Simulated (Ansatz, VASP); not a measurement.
**PtAu2Se4 in VASP and in Ansatz**

INCAR

```
SYSTEM = PtAu2Se4
PREC = Accurate ; ENCUT = 600
EDIFF = 1E-6 ; ISMEAR = 0
SIGMA = 0.15 ; LREAL = .FALSE.
LASPH = .TRUE. ; NELM = 100
ALGO = Normal ; ISIF = 3
LWAVE = .FALSE. ; LCHARG = .FALSE.
GGA = PE ; IBRION = 2
NSW = 36 ; EDIFFG = -0.08
```

The input KPOINTS:

```
Automatic mesh
0
G
  3 3 2
  0 0 0
```

The input POSCAR:

```
PtAu2Se4
1.0
    5.3910034700      0.0000000000      0.0000000000
   -2.6955017400      4.6687459600      0.0000000000
    0.0000000000      0.0000000000      7.6602544200
Pt Se Au
1 4 2
Direct
    0.3333333300      0.6666666700      0.0000000000
    0.1518968900      0.8481031100      0.5000000000
    0.1518968900      0.3037937800      0.5000000000
    0.6962062200      0.8481031100      0.5000000000
    0.6666666700      0.3333333300      0.5000000000
    0.0000000000      0.0000000000      0.8222207700
    0.0000000000      0.0000000000      0.1777792300
```

Input for Ansatz:

```yaml
crystal:
  lattice:
    - [5.39100347, 0.0, 0.0]
    - [-2.69550174, 4.66874596, 0.0]
    - [0.0, 0.0, 7.66025442]
  atoms:
    - { symbol: Pt, position: [0.33333333, 0.66666667, 0.0] }
    - { symbol: Se, position: [0.15189689, 0.84810311, 0.5] }
    - { symbol: Se, position: [0.15189689, 0.30379378, 0.5] }
    - { symbol: Se, position: [0.69620622, 0.84810311, 0.5] }
    - { symbol: Se, position: [0.66666667, 0.33333333, 0.5] }
    - { symbol: Au, position: [0.0, 0.0, 0.82222077] }
    - { symbol: Au, position: [0.0, 0.0, 0.17777923] }
basis:
  ecutwfc: 420
kpoints:
  mp_grid: { grid: [3, 3, 2] }
hamiltonian:
  xc: pbe
scf:
  occupations: { method: gaussian, width: 0.15 }
  lower_state_search: "off"
output:
  forces: true
  stress: true
  eigenvalues: true
relax:
  adjacent_minimum: "off"
  f_tol: 0.08
  max_steps: 16
  cell: { stress_tol: 0.8 }
```

Alike in both runs: task relaxation of cell and atoms; functional PBE; k mesh 3 × 3 × 2; occupations gaussian, width 0.15 eV; no spin polarisation.

|  | VASP | Ansatz |
| --- | --- | --- |
| version | VASP 6.6.1 | Ansatz 0.2.0 |
| potentials or method | VASP PAW PBE potentials, release 64 (Pt, Se, Au), cutoff 600 eV | scalar-relativistic, plane waves, PAW |
| valence electrons in the cell | 56 | 120 |

Ansatz gave:

- gap on the k mesh at the Fermi level, each at its own relaxed structure (eV): none
- relaxed volume (Å³/atom): 26.00
- relaxed cell length with the largest relative difference (Å): 5.926

Estimate VASP's values.

gap on the k mesh at the Fermi level, each at its own relaxed structure (eV): none; relaxed volume (Å³/atom): 26.08; relaxed cell length with the largest relative difference (Å): 5.943.

A gap of «none» marks a metal or a gap that the smearing closes. VASP's potentials hold 56 valence electrons a cell and Ansatz's 120, so a difference there can come from the potentials and not from the codes.

The k mesh is coarse, so the values compare programs but aren't converged. Spin-orbit coupling is off throughout.
